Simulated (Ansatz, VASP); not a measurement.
**One calculation of Mg, two programs**

```
CELL_PARAMETERS angstrom
3.18776 0.00000 0.00000
-1.59388 2.76069 0.00000
0.00000 0.00000 5.17533
ATOMIC_POSITIONS crystal
Mg 0.33333 0.66667 0.25000
Mg 0.66667 0.33333 0.75000
```

Alike in both runs: task single point; functional pbesol exchange, lda correlation; k mesh 8 × 8 × 5; no spin polarisation.

|  | VASP | Ansatz |
| --- | --- | --- |
| version | VASP 6.6.1 | Ansatz 0.2.0 |
| potentials or method | VASP PAW PBE potentials, release 64 (Mg), cutoff 600 eV | plane waves, PAW |
| occupations | methfessel-paxton of order 1, width 0.2 eV | cold, width 0.2 eV |
| valence electrons in the cell | 4 | 20 |

Ansatz gave:

```
pressure (GPa)                                                : 0.7
traceless stress, the component that is largest in VASP (GPa) : 0.25
```

Question: What did VASP give for the same quantities?

Answer: Pressure (GPa): 0.6; traceless stress, the component that is largest in VASP (GPa): 0.36.

VASP's potentials were made for PBE, not for pbesol exchange, lda correlation. VASP's potentials hold 4 valence electrons a cell and Ansatz's 20, so a difference there can come from the potentials and not from the codes. Ansatz's warnings: structure snapped to symmetry.
